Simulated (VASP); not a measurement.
Wanted: the native input for a VASP 6.6.1 run.

| Property | Result |
| --- | --- |
| Task | single point |
| Functional | LDA |
| Potentials or basis | VASP PAW LDA potentials, release 64 (O, H, S, C) |
| Cutoff | 520 eV |
| k mesh | 1 × 1 × 1 |
| Occupations | fermi-dirac, width 0.05 eV |
| Spin | no spin polarisation |
| Dipole correction | no |
| Further INCAR settings | LREAL = Auto; ALGO = Normal; EDIFF = 1e-07; NBANDS = 51 |

The structure of H2CS2O lies in POSCAR:

```
H2CS2O
1.0
    6.7824230000      0.0000000000      0.0000000000
    0.0000000000      6.7824230000      0.0000000000
    0.0000000000      0.0000000000      6.7824230000
O H S C
3 6 6 3
Direct
    0.2834429985      1.0113007586      0.8460620536
    0.2227593201      0.3695379329      0.0302499978
    0.5627610802      0.5892943290      0.9728693402
    0.2141882837      1.0875698232      0.7436859874
    0.2155214852      0.8830667496      0.8460829582
    0.3441284978      0.4477187949      0.0063737970
    0.2564900697      0.2323712707     -0.0055165477
    0.5566793990      0.6906309643      0.8681658195
    0.6621543954      0.4950480884      0.9237038498
    0.7287955529      0.0473646675      1.1575481851
    0.8323671762      0.2093543593      0.7408059852
    0.0526862164      0.6068017868      0.6818249705
    0.1212861048      0.8342695897      0.2883155261
    0.4985367979      0.4134510600      0.3830783255
    0.6036100051      0.8222371961      0.5633273023
    0.7793454142      0.1264649969      0.9490599753
    0.0850969815      0.7164442576      0.4813729317
    0.5564478215      0.6159240744      0.4712292425
```

These files were run (other wordings do the same):

INCAR

```
PREC     = Accurate       # precision mode
ENCUT    = 520            # plane-wave cutoff, eV
EDIFF    = 1E-7           # SCF threshold, eV
ISMEAR   = -1             # smearing method
SIGMA    = 0.05           # smearing width, eV
LREAL    = Auto         
LASPH    = T              # aspherical terms in the spheres
NELM     = 100            # most SCF steps
ALGO     = Normal         # electronic algorithm
ISIF     = 2              # what is computed and relaxed
LWAVE    = F              # write WAVECAR
LCHARG   = F              # write CHGCAR
NBANDS   = 51             # bands
```

KPOINTS

```
regular mesh
0
Gamma
  1 1 1
```

Potentials or basis: VASP PAW LDA potentials, release 64 (O, H, S, C).

Launch:

```console
$ cat potpaw_LDA.64/O/POTCAR potpaw_LDA.64/H/POTCAR potpaw_LDA.64/S/POTCAR potpaw_LDA.64/C/POTCAR > POTCAR
$ mpirun -np 1 vasp_gam > vasp.out
```

Results of the run:

```json
{"Pressure": "-1.8 GPa", "Largest force": "0.599 eV/Å"}
```

Caveat: the k points lie up to 0.93 Å⁻¹ apart.

Run time: 12 s on 1 thread of AMD EPYC 9R45 96-Core Processor (Zen 5), with other jobs on the host, peak memory 0.23 GiB.
